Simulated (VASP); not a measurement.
The system is Sn2F.

```xyz
3
Lattice="5.1487 0.0000 0.0000 -2.5743 4.4589 0.0000 0.0000 0.0000 2.9076" Properties=species:S:1:pos:R:3 pbc="T T T"
Sn    0.0000    2.9726    0.0000
Sn    2.5743    1.4863    0.0000
F     0.0000    0.0000    0.0000
```

The cell was generated, and may not be a known phase.

| Item | Value |
| --- | --- |
| Program | VASP 6.6.1 |
| Task | relaxation of cell and atoms |
| Functional | PBE |
| Potentials or basis | VASP PAW PBE potentials, release 64 (Sn_d, F) |
| Cutoff | 600 eV |
| k mesh | 6 × 6 × 6 |
| Occupations | gaussian, width 0.1 eV |
| Spin | no spin polarisation |

At the start: pressure 0.8 GPa; volume 22.25 Å³/atom.

Question: Where does the relaxation end?

Answer: Over 6 steps the energy falls by 77.8 meV/atom and the volume is 22.89 Å³/atom (+2.9 %); space group P6/mmm (No. 191, to 0.1 Å) before and after.

Step by step:
| step | energy change (eV) | largest force (eV/Å) | pressure (GPa) | volume (Å³) |
| --- | --- | --- | --- | --- |
| 1 | 0.0000 | 0.0000 | 0.82 | 66.75 |
| 2 | -0.2285 | 0.0000 | 0.40 | 67.64 |
| 3 | -0.2319 | 0.0000 | 0.49 | 67.73 |
| 4 | -0.2322 | 0.0000 | 0.56 | 67.76 |
| 5 | -0.2321 | 0.0000 | 0.60 | 67.77 |
| 6 | -0.2334 | 0.0000 | -0.12 | 68.66 |

Final structure:
```
Sn F
1.0
     4.99990    0.00000    0.00000
    -2.49995    4.33004    0.00000
     0.00000    0.00000    3.17135
Sn F
2 1
Direct
  0.33333 0.66667 0.00000
  0.66667 0.33333 0.00000
  0.00000 0.00000 0.00000
```

Caveat: the k points lie up to 0.33 Å⁻¹ apart in the final cell, too coarse for converged energies and pressures of a metal.
